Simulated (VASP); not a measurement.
Runs of VASP 6.6.1 on Cu. It takes space group Fm-3m (No. 225, cubic). Conventional cell: a = 3.629 Å, b = 3.629 Å, c = 3.629 Å, α = 90.00°, β = 90.00°, γ = 90.00°. Within 3.4 Å of Cu (site symmetry m-3m) lie 12 Cu at 2.57 Å. 

```tsv
k mesh	cutoff (eV)	smearing	gap on the mesh (eV)	pressure (GPa)
4 × 4 × 4	520	fermi-dirac 0.1 eV	none	(c)
8 × 8 × 8	600	fermi-dirac 0.1 eV	none	1.4
24 × 24 × 24	520	fermi-dirac 0.1 eV	none	0.6
15 × 15 × 15	520	fermi-dirac 1 eV	none	(a)
15 × 15 × 15	520	gaussian 0.01 eV	none	0.4
15 × 15 × 15	520	fermi-dirac 0.3 eV	none	(b)
15 × 15 × 15	520	fermi-dirac 0.2 eV	none	0.8
15 × 15 × 15	520	methfessel-paxton 0.3 eV	none	0.5
```

Alike in all rows: task single point; level PBE; potentials or basis VASP PAW PBE potentials, release 64 (Cu); no spin polarisation; cell as given.

**Question.** Fill in the values left out.

**Answer.** (a) 10.8; (b) 1.1; (c) 2.2.

Caveats: some runs use coarse meshes.

A gap of «none» marks levels without a gap at the run's occupations.
